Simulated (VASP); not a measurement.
A run of VASP 6.6.1 is set up as follows.

The input INCAR:

```
  PREC = Accurate
  ENCUT = 500
  EDIFF = 1E-7
  ISMEAR = -1
  SIGMA = 0.08
  LREAL = False
  LASPH = True
  NELM = 200
  ALGO = Normal
  ISIF = 3
  LWAVE = False
  LCHARG = False
  GGA = PE
  IBRION = 2
  NSW = 60
  EDIFFG = -0.005
  GGA_COMPAT = False
  NELMIN = 4
  LMAXMIX = 6
```

KPOINTS

```
Automatic mesh
0
Gamma
  7 7 9
```

File POSCAR:

```
La
1.0
    5.9302107591      0.0000000000      0.0000000000
   -2.9651053795      5.1357131671      0.0000000000
    0.0000000000      0.0000000000      3.6767306706
La
3
Direct
    0.0000000000      0.0000000000      0.0000000000
    0.3333333333      0.6666666667      0.5000000000
    0.6666666667      0.3333333333      0.5000000000
```

Potentials or basis: VASP PAW PBE potentials, release 64 (La).

Launch:

```console
$ cat potpaw_PBE.64/La/POTCAR > POTCAR
$ mpirun -np 1 vasp_std > vasp.out
```

Task: What does it give for the relaxed cell?

Result: a = 5.958 Å, b = 5.958 Å, c = 3.635 Å, α = 90.00°, β = 90.00°, γ = 120.00°.

Task: Estimate the relaxed volume.

Result: 37.24 Å³/atom.

Final structure:
```cif
data_structure
_symmetry_space_group_name_H-M 'P 1'
_symmetry_Int_Tables_number 1
_cell_length_a 5.9578
_cell_length_b 5.9578
_cell_length_c 3.6348
_cell_angle_alpha 90.000
_cell_angle_beta 90.000
_cell_angle_gamma 120.000
_cell_volume 111.73
loop_
_atom_site_label
_atom_site_type_symbol
_atom_site_fract_x
_atom_site_fract_y
_atom_site_fract_z
_atom_site_occupancy
La1 La 0.00000 0.00000 0.00000 1
La2 La 0.33333 0.66667 0.50000 1
La3 La 0.66667 0.33333 0.50000 1
```
